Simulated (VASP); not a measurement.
# Bi (Im-3m) in VASP: a series of runs

Bi is run at these levels: revPBE; tasks: single point, relaxation of cell and atoms.

Everything below comes from runs of VASP 6.6.1. Logs are shortened: lines on timing, memory, paths and dates and some standing lists are left out, and cuts for length are marked.

## (1) The cell of the first run

Symmetry: Im-3m, No. 229, cubic system. Conventional cell: a = 4.066 Å, b = 4.066 Å, c = 4.066 Å, α = 90.00°, β = 90.00°, γ = 90.00°. Bi (site symmetry m-3m) has 14 Bi at 3.52 to 4.07 Å within 4.6 Å.

## (2) Single point, revPBE (volume scaled by 1.04)

INCAR

```
SYSTEM = Bi
PREC     = Accurate       ! precision mode
ENCUT    = 520            ! plane-wave cutoff, eV
EDIFF    = 1E-7           ! SCF threshold, eV
ISMEAR   = -1             ! smearing method
SIGMA    = 0.1            ! smearing width, eV
LREAL    = .False.        ! projectors in reciprocal space
LASPH    = .True.         ! aspherical terms in the spheres
NELM     = 80             ! most SCF steps
ALGO     = Normal         ! electronic algorithm
ISIF     = 2              ! what is computed and relaxed
LWAVE    = .False.        ! write WAVECAR
LCHARG   = .True.         ! write CHGCAR
GGA      = RE             ! functional
LELF     = .True.         ! ELF
LVHAR    = .True.       
NBANDS   = 14             ! bands
```

KPOINTS

```
regular mesh
0
Gamma
  12 12 12
  0 0 0
```

POSCAR

```
Bi
1.0
   -2.0328753658      2.0328753658      2.0328753658
    2.0328753658     -2.0328753658      2.0328753658
    2.0328753658      2.0328753658     -2.0328753658
Bi
1
Direct
    0.0000000000      0.0000000000      0.0000000000
```

Potentials or basis: VASP PAW PBE potentials, release 64 (Bi_d).

Started as:

```console
$ cat potpaw_PBE.64/Bi_d/POTCAR > POTCAR
$ mpirun -np 1 vasp_std > vasp.out
```

OUTCAR:

```text
SYSTEM = Bi
   PREC = Accurate
   ENCUT = 520
   EDIFF = 1E-7
   ISMEAR = -1
   LREAL = .False.
   LASPH = .True.
   NELM = 80
   ISIF = 2
   GGA = RE

 ion  position               nearest neighbor table
   1  0.000  0.000  0.000-

  LATTYP: Found a body centered cubic cell.
 ALAT       =     4.0657507316

  Lattice vectors:

 A1 = (  -2.0328753658,   2.0328753658,   2.0328753658)
 A2 = (   2.0328753658,  -2.0328753658,   2.0328753658)
 A3 = (   2.0328753658,   2.0328753658,  -2.0328753658)

Analysis of symmetry for initial positions (statically):
=====================================================================
 Subroutine PRICEL returns:
 Original cell was already a primitive cell.

 Routine SETGRP: Setting up the symmetry group for a
 body centered cubic supercell.

 Subroutine GETGRP returns: Found 48 space group operations
[... 9 lines left out ...]

 Routine SETGRP: Setting up the symmetry group for a
 body centered cubic supercell.

 Subroutine GETGRP returns: Found 48 space group operations
[... 11 lines left out ...]
                                     Primitive cell

  volume of cell :      33.6041

  direct lattice vectors                    reciprocal lattice vectors
    -2.032875366  2.032875366  2.032875366     0.000000000  0.245957036  0.245957036
     2.032875366 -2.032875366  2.032875366     0.245957036  0.000000000  0.245957036
     2.032875366  2.032875366 -2.032875366     0.245957036  0.245957036  0.000000000

  length of vectors
     3.521043419  3.521043419  3.521043419     0.347835776  0.347835776  0.347835776

  position of ions in fractional coordinates (direct lattice)
     0.000000000  0.000000000  0.000000000

  ion indices of the primitive-cell ions
   primitive index   ion index
                 1           1

----------------------------------------------------------------------------------------

 KPOINTS: regular mesh

Automatic generation of k-mesh.
 Grid dimensions read from file:
 generate k-points for:   12   12   12

 Generating k-lattice:

  Cartesian coordinates                     Fractional coordinates (reciprocal lattice)
     0.000000000  0.020496420  0.020496420     0.083333333  0.000000000  0.000000000
     0.020496420  0.000000000  0.020496420     0.000000000  0.083333333  0.000000000
     0.020496420  0.020496420  0.000000000     0.000000000  0.000000000  0.083333333

  Length of vectors
     0.028986315  0.028986315  0.028986315

  Shift w.r.t. Gamma in fractional coordinates (k-lattice)
     0.000000000  0.000000000  0.000000000

 Subroutine IBZKPT returns following result:
 ===========================================

 Found     72 irreducible k-points:

 Following reciprocal coordinates:
            Coordinates               Weight
  0.000000  0.000000  0.000000      1.000000
  0.083333  0.000000  0.000000     12.000000
  0.166667  0.000000  0.000000     12.000000
  0.250000  0.000000  0.000000     12.000000
  0.333333  0.000000  0.000000     12.000000
  0.416667  0.000000  0.000000     12.000000
[... 16 lines left out ...]
  0.333333  0.083333  0.083333     24.000000
  0.416667  0.083333  0.083333     12.000000
 [... further k-points ...]
   k-points           NKPTS =     72   k-points in BZ     NKDIM =     72   number of bands    NBANDS=     14
   number of dos      NEDOS =    301   number of ions     NIONS =      1
   total plane-waves  NPLWV =  21952
   dimension x,y,z NGX =    28 NGY =   28 NGZ =   28
   dimension x,y,z NGXF=    56 NGYF=   56 NGZF=   56
   ions per type =               1
   NGX,Y,Z   is equivalent  to a cutoff of  13.22, 13.22, 13.22 a.u.
   NGXF,Y,Z  is equivalent  to a cutoff of  26.44, 26.44, 26.44 a.u.
 SYSTEM =  Bi
   PREC   = accura    normal or accurate (medium, high low for compatibility)
   ISTART =      0    job   : 0-new  1-cont  2-samecut
   ICHARG =      2    charge: 1-file 2-atom 10-const
   ISPIN  =      1    spin polarized calculation?
   LNONCOLLINEAR =      F non collinear calculations
   LSORBIT =      F    spin-orbit coupling
   LASPH  =      T    aspherical Exc in radial PAW
   ENCUT  =  520.0 eV  38.22 Ry    6.18 a.u.   6.55  6.55  6.55*2*pi/ulx,y,z
   NELM   =     80;   NELMIN=  2; NELMDL= -5     # of ELM steps
   EDIFF  = 0.1E-06   stopping-criterion for ELM
   LREAL  =      F    real-space projection
   EDIFFG = 0.1E-05   stopping-criterion for IOM
   NSW    =      0    number of steps for IOM
   IBRION =     -1    ionic relax: 0-MD 1-quasi-New 2-CG
   NFREE  =      0    steps in history (QN), initial steepest desc. (CG)
   ISIF   =      2    stress and relaxation
   ISYM   =      2    0-nonsym 1-usesym 2-fastsym
   POTIM  = 0.5000    time-step for ionic-motion
   TEBEG  =    0.0;   TEEND  =   0.0 temperature during run
   PSTRESS=    0.0 pullay stress
   NELECT =      15.0000    total number of electrons
   NUPDOWN=      -1.0000    fix difference up-down
   EMIN   =  10.00;   EMAX   =-10.00  energy-range for DOS
   EFERMI =   0.00;   METHOD = LEGACY
   ISMEAR =    -1;   SIGMA  =   0.10  broadening in eV -4-tet -1-fermi 0-gaus
   EFERMI_NEDOS =   21; number of points for ismear=-14 and -15
   IALGO  =     38    algorithm
   IMIX   =      4    mixing-type and parameters
     AMIX     =   0.40;   BMIX     =  1.00
     AMIX_MAG =   1.60;   BMIX_MAG =  1.00
  volume/ion in A,a.u.               =      33.60       226.77
  Fermi-wavevector in a.u.,A,eV,Ry     =   1.251146  2.364322 21.298086  1.565365
  Thomas-Fermi vector in A             =   2.385107
   LORBIT       =      0    0 simple, 1 ext, 2 COOP (PROOUT), +10 PAW based schemes
   GGA     = RE    functional components
   LHFCALC =     F    Hartree Fock is set to
   AEXX    =    0.0000 exact exchange contribution
   IVDW    =     0    specifies the selected vdW correction
   LEPSILON=     F    determine dielectric tensor
   LRPA    =     F    only Hartree local field effects (RPA)
 non-spin polarized calculation
  energy-cutoff  :      520.00
  volume of cell :       33.60
 maximum number of plane-waves:       935
 NGX is ok and might be reduce to    28
   NGX = 13   NGY = 13   NGZ = 13

 number of electron      15.0000005 magnetization

 Free energy of the ion-electron system (eV)
  ---------------------------------------------------
  ext. energy  EPLUGINS =         0.00000000
  ---------------------------------------------------
  free energy    TOTEN  =        -3.43032078 eV

  energy without entropy =       -3.40984530  energy(sigma->0) =       -3.42008304

 E-fermi :   7.0860     XC(G=0):  -9.8726

 val. band max:        6.9566187119   @ k =  -0.1667   0.2500   0.0833
 cond. band min:       7.1526953294   @ k =   0.1667   0.0833   0.0000
 fundamental gap:      0.1960766174
 Fermi energy:         7.0860348345

 k-point     1 :       0.0000    0.0000    0.0000
  band No.  band energies     occupation
      1     -15.9701      2.00000
      2     -15.9701      2.00000
      3     -15.9701      2.00000
      4     -15.8719      2.00000
      5     -15.8719      2.00000
      6      -5.9412      2.00000
      7      11.6752      0.00000
      8      11.6752      0.00000
      9      11.6752      0.00000
     10      15.2458      0.00000
     11      17.4972      0.00000
     12      17.4972      0.00000
     13      17.4972      0.00000
     14      18.2722      0.00000

 k-point     2 :       0.0833    0.0000    0.0000
  band No.  band energies     occupation
      1     -15.9721      2.00000
      2     -15.9664      2.00000
      3     -15.9594      2.00000
      4     -15.8743      2.00000
      5     -15.8724      2.00000
      6      -5.8267      2.00000
      7      10.4781      0.00000
      8      11.3401      0.00000
      9      11.5836      0.00000
     10      15.8444      0.00000
     11      16.6930      0.00000
     12      16.7508      0.00000
     13      17.2835      0.00000
     14      18.7772      0.00000

 k-point     3 :       0.1667    0.0000    0.0000
  band No.  band energies     occupation
      1     -15.9774      2.00000
      2     -15.9573      2.00000
      3     -15.9300      2.00000
      4     -15.8799      2.00000
      5     -15.8736      2.00000
      6      -5.4888      2.00000
      7       8.3779      0.00000
      8      10.5844      0.00000
      9      11.3267      0.00000
     10      14.8369      0.00000
     11      15.9168      0.00000
     12      17.1514      0.00000
     13      17.8054      0.00000
     14      19.9544      0.00000

 k-point     4 :       0.2500    0.0000    0.0000
  band No.  band energies     occupation
      1     -15.9848      2.00000
      2     -15.9482      2.00000
      3     -15.8895      2.00000
      4     -15.8847      2.00000
      5     -15.8752      2.00000
      6      -4.9499      2.00000
      7       6.2615      1.99948
      8       9.7691      0.00000
      9      10.9749      0.00000
     10      13.9065      0.00000
     11      15.2638      0.00000
     12      17.4003      0.00000
     13      18.6274      0.00000
     14      21.6581      0.00000

 k-point     5 :       0.3333    0.0000    0.0000
  band No.  band energies     occupation
      1     -15.9920      2.00000
      2     -15.9452      2.00000
      3     -15.8838      2.00000
      4     -15.8767      2.00000
      5     -15.8486      2.00000
      6      -4.2706      2.00000
      7       4.3880      2.00000
      8       9.0957      0.00000
      9      10.6345      0.00000
     10      13.2641      0.00000
     11      14.8004      0.00000
[... 276 lines left out ...]
 k-point    22 :       0.2500    0.0833    0.0833
  band No.  band energies     occupation
      1     -15.9833      2.00000
      2     -15.9475      2.00000
      3     -15.8834      2.00000
      4     -15.8775      2.00000
      5     -15.8476      2.00000
      6      -4.0985      2.00000
      7       4.4096      2.00000
      8       7.9968      0.00022
      9       9.3116      0.00000
     10      15.1435      0.00000
     11      16.2787      0.00000
     12      18.4919      0.00000
     13      19.3655      0.00000
     14      21.4572      0.00000

 k-point    23 :       0.3333    0.0833    0.0833
  band No.  band energies     occupation
      1     -15.9877      2.00000
      2     -15.9416      2.00000
      3     -15.8795      2.00000
      4     -15.8780      2.00000
      5     -15.8293      2.00000
      6      -3.4815      2.00000
      7       3.2084      2.00000
      8       7.4030      0.08067
      9       9.0188      0.00000
     10      14.8189      0.00000
     11      16.2048      0.00000
     12      19.0754      0.00000
     13      20.1818      0.00000
     14      23.1636      0.00000

 k-point    24 :       0.4167    0.0833    0.0833
  band No.  band energies     occupation
      1     -15.9892      2.00000
      2     -15.9404      2.00000
      3     -15.8782      2.00000
      4     -15.8768      2.00000
      5     -15.8230      2.00000
      6      -3.2031      2.00000
      7       2.7263      2.00000
      8       7.2076      0.45732
      9       8.9180      0.00000
     10      14.7085      0.00000
     11      16.1606      0.00000
     12      19.4249      0.00000
     13      20.6184      0.00000
     14      22.7696      0.00000

 [... further k-points ...]
[... 5 lines left out ...]
  --------------------------------------------------------------------------------------
  -------------------------------------------------------------------------------------
  Total       -0.4206413     -0.4206413     -0.4206413      0.0000000      0.0000000     -0.0000000
  in kB      -20.0553487    -20.0553487    -20.0553487      0.0000000      0.0000000     -0.0000000
  external PRESSURE =     -20.0553487 kB  Pullay stress =       0.0000000 kB

 VOLUME and BASIS-vectors are now :
 -----------------------------------------------------------------------------
  energy-cutoff  :      520.00
  volume of cell :       33.60
      direct lattice vectors                 reciprocal lattice vectors
    -2.032875366  2.032875366  2.032875366     0.000000000  0.245957036  0.245957036
     2.032875366 -2.032875366  2.032875366     0.245957036  0.000000000  0.245957036
     2.032875366  2.032875366 -2.032875366     0.245957036  0.245957036  0.000000000

 POSITION                                       TOTAL-FORCE (eV/Angst)
 -----------------------------------------------------------------------------------
      0.00000      0.00000      0.00000         0.000000      0.000000      0.000000
 -----------------------------------------------------------------------------------
    total drift:                               -0.000000     -0.000000      0.000000

  FREE ENERGIE OF THE ION-ELECTRON SYSTEM (eV)
  ---------------------------------------------------
  free  energy   TOTEN  =        -3.4303207776 eV

  energy  without entropy=       -3.4098453023  energy(sigma->0) =       -3.42008304
```

Wall time 36 s (1 thread of AMD EPYC 7R13 (Zen 3), shared host); peak memory 0.14 GiB.

What came out:

- Free energy: -3.4303 eV
- Pressure: -2.0 GPa

Levels at points of the mesh, in eV from the Fermi level:
```tsv
k point	band 3	band 4	band 5	band 6	band 7	band 8	band 9	band 10	band 11	band 12
(0.00, 0.00, 0.00)	-23.06	-22.96	-22.96	-13.03	4.59	4.59	4.59	8.16	10.41	10.41
(0.50, 0.00, 0.00)	-22.96	-22.96	-22.89	-10.39	-4.65	1.43	3.22	5.68	7.35	11.95
(0.50, 0.50, 0.50)	-22.91	-22.91	-22.91	-8.60	-1.65	-1.65	-1.65	3.58	3.58	15.09
```

Caveat: the PAW data sets were made with another functional, which shifts forces and pressure a little; spin-orbit coupling is left out, which moves the levels of the heavy elements.

(Part 1 of 3 ends here.)
